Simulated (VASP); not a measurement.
A run of VASP 6.6.1 is set up as follows.

INCAR

```
SYSTEM = Si2W
  PREC = Accurate
  ENCUT = 500
  EDIFF = 1E-6
  ISMEAR = 0
  SIGMA = 0.1
  LREAL = .FALSE.
  LASPH = .TRUE.
  NELM = 120
  ALGO = Normal
  ISIF = 2
  LWAVE = .FALSE.
  LCHARG = .FALSE.
  GGA = CA
  NBANDS = 18
  GGA_COMPAT = .FALSE.
```

KPOINTS

```
regular mesh
0
G
  18 18 18
  0 0 0
```

Contents of POSCAR:

```
Si2W
1.0
   -1.6261532546      1.6261532546      3.9526017165
    1.6261532546     -1.6261532546      3.9526017165
    1.6261532546      1.6261532546     -3.9526017165
Si W
2 1
Direct
    0.3357403685      0.3357403685      0.0000000000
    0.6642596315      0.6642596315      0.0000000000
    0.0000000000      0.0000000000      0.0000000000
```

Potentials or basis: VASP PAW LDA potentials, release 64 (Si, W_sv).

Launch:

```bash
$ cat potpaw_LDA.64/Si/POTCAR potpaw_LDA.64/W_sv/POTCAR > POTCAR
$ mpirun -np 1 vasp_std > vasp.out
```

(1) Estimate the band gap on the k mesh.

(2) What does it give for the largest force?

Answers

(1) zero (bands 11 and 12 overlap by 1.17 eV).

(2) 0.013 eV/Å.

Caveat: the cell stands under tension; spin-orbit coupling is left out, which moves the levels of the heavy elements.
